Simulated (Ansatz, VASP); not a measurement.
Cu3Pd: VASP beside Ansatz

```
Cu Pd
1.0
     3.69700    0.00000    0.00000
     0.00000    3.69700    0.00000
     0.00000    0.00000    3.69559
Cu Pd
3 1
Direct
  0.00000 0.50000 0.50000
  0.50000 0.00000 0.50000
  0.50000 0.50000 0.00000
  0.00000 0.00000 0.00000
```

Change from the starting cell: zz strain of +1 %.

Alike in both runs: task single point; functional PBEsol; k mesh 11 × 11 × 11; occupations fermi-dirac, width 0.05 eV; no spin polarisation.

|  | VASP | Ansatz |
| --- | --- | --- |
| version | VASP 6.6.1 | Ansatz 0.2.0 |
| potentials or method | VASP PAW PBE potentials, release 64 (Cu, Pd), cutoff 520 eV | all-electron LAPW, scalar-relativistic |

VASP gave:

* pressure (GPa): -5.1

**Question.** Estimate Ansatz's values.

**Answer.** Pressure (GPa): -5.5.

VASP's potentials were made for PBE, not for PBEsol. Ansatz ran all-electron here, and VASP with PAW potentials.
